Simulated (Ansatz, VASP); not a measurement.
## C in VASP and in Ansatz

File POSCAR:

```
C
1.0
    0.0000000000      2.1267565396      3.5617636613
    1.2279212041      0.0000000000      3.5617636613
    1.2279212041      2.1267565396      0.0000000000
C
2
Direct
    0.1910414781      0.8089585219      0.0758701171
    0.8332960723      0.1667039277      0.8332960723
```

The input INCAR.step1:

```
SYSTEM = C
ALGO = Normal ; EDIFF = 1E-4
ENCUT = 520 ; GGA = PE
ISMEAR = 0 ; LASPH = .True.
LCHARG = .False. ; LREAL = .False.
LWAVE = .True. ; NBANDS = 11
NELM = 100 ; PREC = Accurate
SIGMA = 0.05
```

The input INCAR.step2:

```
SYSTEM = C
ALGO = Normal ; EDIFF = 1E-7
ENCUT = 520 ; ISIF = 2
ISMEAR = 0 ; ISTART = 1
LASPH = .True. ; LCHARG = .False.
LMIXTAU = .True. ; LREAL = .False.
LWAVE = .False. ; METAGGA = R2SCAN
NBANDS = 11 ; NELM = 100
PREC = Accurate ; SIGMA = 0.05
```

File KPOINTS:

```
k-points
0
Gamma
  14 14 14
  0 0 0
```

Input for Ansatz:

```yaml
crystal:
  lattice:
    - [0.0, 2.1267565396, 3.5617636613]
    - [1.2279212041, 0.0, 3.5617636613]
    - [1.2279212041, 2.1267565396, 0.0]
  atoms:
    - { symbol: C, position: [0.1910414781, 0.8089585219, 0.0758701171] }
    - { symbol: C, position: [0.8332960723, 0.1667039277, 0.8332960723] }
basis:
  ecutwfc: 500
kpoints:
  mp_grid: { grid: [14, 14, 14] }
hamiltonian:
  xc: r2scan
scf:
  occupations: { method: gaussian, width: 0.05 }
output:
  forces: true
  stress: true
  eigenvalues: true
```

Alike in both runs: task single point; functional r2SCAN; k mesh 14 × 14 × 14; occupations gaussian, width 0.05 eV; no spin polarisation.

```csv
,VASP,Ansatz
version,VASP 6.6.1,Ansatz 0.2.0
potentials or method,"VASP PAW PBE potentials, release 64 (C), cutoff 520 eV","scalar-relativistic, plane waves, PAW"
valence electrons in the cell,8,8
```

VASP gave:

* gap on the k mesh at the Fermi level (eV): none
* pressure (GPa): 15.1
* traceless stress, the component that is largest in VASP (GPa): 23.61
* rms of the force components (eV/Å): 5.258

Estimate Ansatz's values.

gap on the k mesh at the Fermi level (eV): none; pressure (GPa): 14.7; traceless stress, the component that is largest in VASP (GPa): 22.94; rms of the force components (eV/Å): 5.247.

VASP's potentials were made for PBE, not for r2SCAN. Atom by atom the forces differ by 0.022 eV/Å (rms over components). A gap of «none» marks a metal or a gap that the smearing closes.
